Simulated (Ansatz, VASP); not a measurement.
**Te: VASP beside Ansatz**

POSCAR

```
Te
1.0
    4.6324895870      0.0000000000      0.0000000000
   -2.3162447935      4.0118536651      0.0000000000
    0.0000000000      0.0000000000      5.8869033494
Te
3
Direct
    0.2535874851      0.0000000000      0.3333333333
    1.0000000000      0.2535874851      0.6666666667
    0.7464125149      0.7464125149      0.0000000000
```

Contents of INCAR.step1:

```
PREC = Accurate ; ENCUT = 550
ISMEAR = 0 ; SIGMA = 0.3
LREAL = F ; LASPH = T
NELM = 120 ; NBANDS = 16
GGA = PE ; ALGO = Normal
EDIFF = 1E-5 ; LWAVE = T
LCHARG = F ; GGA_COMPAT = F
```

File INCAR.step2:

```
PREC = Accurate ; ENCUT = 550
EDIFF = 1E-6 ; ISMEAR = 0
SIGMA = 0.3 ; LREAL = F
LASPH = T ; NELM = 120
ALGO = Normal ; ISIF = 2
LWAVE = F ; LCHARG = F
METAGGA = R2SCAN ; LMIXTAU = T
NBANDS = 16 ; ISTART = 1
GGA_COMPAT = F
```

Contents of KPOINTS:

```
Automatic mesh
0
Gamma
  8 8 6
```

Input for Ansatz:

```yaml
crystal:
  lattice:
    - [4.632489587, 0.0, 0.0]
    - [-2.3162447935, 4.0118536651, 0.0]
    - [0.0, 0.0, 5.8869033494]
  atoms:
    - { symbol: Te, position: [0.2535874851, 0.0, 0.3333333333] }
    - { symbol: Te, position: [1.0, 0.2535874851, 0.6666666667] }
    - { symbol: Te, position: [0.7464125149, 0.7464125149, 0.0] }
hamiltonian:
  xc: r2scan
  pseudopotentials:
    kind: paw
    azcp:
      Te: "pseudopotentials/Te.paw.azcp"
basis:
  ecutwfc: 500
  fft_grid_basis: typed
kpoints:
  mp_grid: { grid: [8, 8, 6], shift: [0, 0, 0] }
magnetization:
  spin_polarized: false
scf:
  occupations: { method: gaussian, width: 0.3 }
  lower_state_search: "off"
output:
  stress: true
```

Alike in both runs: task single point; functional r2SCAN; k mesh 8 × 8 × 6; occupations gaussian, width 0.3 eV; no spin polarisation.

|  | VASP | Ansatz |
| --- | --- | --- |
| version | VASP 6.6.1 | Ansatz 0.2.0 |
| potentials or method | VASP PAW PBE potentials, release 64 (Te), cutoff 550 eV | plane waves (500 eV) with PAW, scalar-relativistic |
| valence electrons in the cell | 18 | 48 |

```tsv
	VASP	Ansatz	Ansatz less VASP
pressure (GPa)	0.0	0.0	-0.04
traceless stress, the component that is largest in VASP (GPa)	0.11	0.07	-0.032
```

VASP's potentials were made for PBE, not for r2SCAN. VASP's potentials hold 18 valence electrons a cell and Ansatz's 48, so a difference there can come from the potentials and not from the codes.

Neither program's run includes spin-orbit coupling.
